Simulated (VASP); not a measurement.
ZrPb: vibrations by perturbation theory with LDA

Crystal: ZrPb.

```
Zr Pb
1.0
     0.00000    2.88270    2.88270
     2.88270    0.00000    2.88270
     2.88270    2.88270    0.00000
Zr Pb
1 1
Direct
  0.00000 0.00000 0.00000
  0.50000 0.50000 0.50000
```

```yaml
Program: VASP 6.6.1
Task: vibrations by perturbation theory
Functional: LDA
Potentials_or_basis: VASP PAW LDA potentials, release 64 (Zr_sv, Pb_d)
Cutoff: 520 eV
k_mesh: 12 × 12 × 12
Occupations: fermi-dirac, width 0.15 eV
Spin: no spin polarisation
Dipole_correction: no
Further_INCAR_settings: ALGO = Normal; EDIFF = 1e-08; NBANDS = 20; IBRION = 8; NSW = 1
```

| Property | Result |
| --- | --- |
| Highest phonon frequency at Γ | 192 cm⁻¹ |

Phonon frequencies in cm⁻¹ (negative: imaginary):
```csv
q point,frequencies
"(0.000, 0.000, 0.000)",0 0 0 192 192 192
```

Wall time 16 min on 1 thread of Oxide Virtual Turin-like Processor, on a shared host, peak memory 0.4 GiB.

Caveat: the cell stands under pressure or tension, which shifts response properties.
